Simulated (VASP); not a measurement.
A run of VASP 6.6.1 is set up as follows.

INCAR

```
SYSTEM = Mo
ALGO = Normal ; EDIFF = 1E-6
ENCUT = 520 ; GGA = PE
ISIF = 2 ; ISMEAR = 0
LASPH = .TRUE. ; LCHARG = .FALSE.
LREAL = .FALSE. ; LWAVE = .FALSE.
NBANDS = 13 ; NELM = 80
PREC = Accurate ; SIGMA = 0.015
```

KPOINTS

```
k-points
0
G
  12 12 12
  0 0 0
```

POSCAR

```
Mo
1.0
   -1.5838089719      1.5838089719      1.5838089719
    1.5838089719     -1.5838089719      1.5838089719
    1.5838089719      1.5838089719     -1.5838089719
Mo
1
Direct
    0.0000000000      0.0000000000      0.0000000000
```

Potentials or basis: VASP PAW PBE potentials, release 64 (Mo_sv).

Run with:

```sh
$ cat potpaw_PBE.64/Mo_sv/POTCAR > POTCAR
$ mpirun -np 1 vasp_std > vasp.out
```

Estimate the band gap on the k mesh.

zero (band 7 reaches 16.22 eV, above the bottom of band 8 at 11.00 eV).

Predict the pressure.

-1.4 GPa.
